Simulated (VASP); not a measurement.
A run of VASP 6.6.1 is set up as follows.

Contents of INCAR:

```
SYSTEM = Be
PREC = Accurate ; ENCUT = 520
EDIFF = 1E-6 ; ISMEAR = -1
SIGMA = 0.1 ; LREAL = .FALSE.
LASPH = .TRUE. ; NELM = 80
ALGO = Normal ; ISIF = 2
LWAVE = .FALSE. ; LCHARG = .TRUE.
GGA = PS ; LELF = .TRUE.
LVHAR = .TRUE. ; NBANDS = 9
```

File KPOINTS:

```
regular mesh
0
G
  26 26 15
  0 0 0
```

POSCAR

```
Be
1.0
    2.1638770953      0.0000000000      0.0000000000
   -1.0819385477      1.8739725352      0.0000000000
    0.0000000000      0.0000000000      3.4022425849
Be
2
Direct
    0.3333333333      0.6666666667      0.2500000000
    0.6666666667      0.3333333333      0.7500000000
```

Potentials or basis: VASP PAW PBE potentials, release 64 (Be).

Run with:

```sh
$ cat potpaw_PBE.64/Be/POTCAR > POTCAR
$ mpirun -np 1 vasp_std > vasp.out
```

(1) What does it give for the pressure?

(2) What does it give for the band gap on the k mesh?

## Answers

(1) 20.1 GPa.

(2) zero (bands 2 and 3 overlap by 1.84 eV).

Caveat: the cell stands under pressure; the PAW data sets were made with another functional, which shifts forces and pressure a little.
